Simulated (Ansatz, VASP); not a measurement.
**One calculation of MgTeF6, two programs**

```
Mg Te F
1.0
     3.46419    0.00000    0.00000
     0.00000    3.46419    0.00000
     0.00000    0.00000    7.20683
Mg Te F
1 1 6
Direct
  0.00000 0.00000 0.00000
  0.00000 0.00000 0.50000
  0.50000 0.50000 0.00000
  0.50000 0.50000 0.50000
  0.50000 0.00000 0.27891
  0.50000 0.00000 0.72109
  0.00000 0.50000 0.27891
  0.00000 0.50000 0.72109
```

Change from the starting cell: species swapped into the MnCrPt6 type (P4/mmm, No. 123).

Alike in both runs: functional PBE; k mesh 8 × 8 × 4; occupations gaussian, width 0.02 eV; no spin polarisation.

Ansatz relaxed the structure, and its values are those at the end. VASP's run is a single point on that final structure, the one shown.

|  | VASP | Ansatz |
| --- | --- | --- |
| version | VASP 6.6.1 | Ansatz 0.2.0 |
| potentials or method | VASP PAW PBE potentials, release 64 (Mg, Te, F), cutoff 520 eV | scalar-relativistic, plane waves, PAW |
| valence electrons in the cell | 50 | 68 |

Ansatz gave:

```
gap on the k mesh at the Fermi level (eV) : 1.81
least direct gap on the mesh (eV)         : 2.07
pressure (GPa)                            : 0.0
rms of the force components (eV/Å)        : 0.000
```

Question: Which values does VASP return?

Answer: gap on the k mesh at the Fermi level (eV): 1.76; least direct gap on the mesh (eV): 2.02; pressure (GPa): -1.0; rms of the force components (eV/Å): 0.010.

VASP's potentials hold 50 valence electrons a cell and Ansatz's 68, so a difference there can come from the potentials and not from the codes.

Spin-orbit coupling is off throughout.
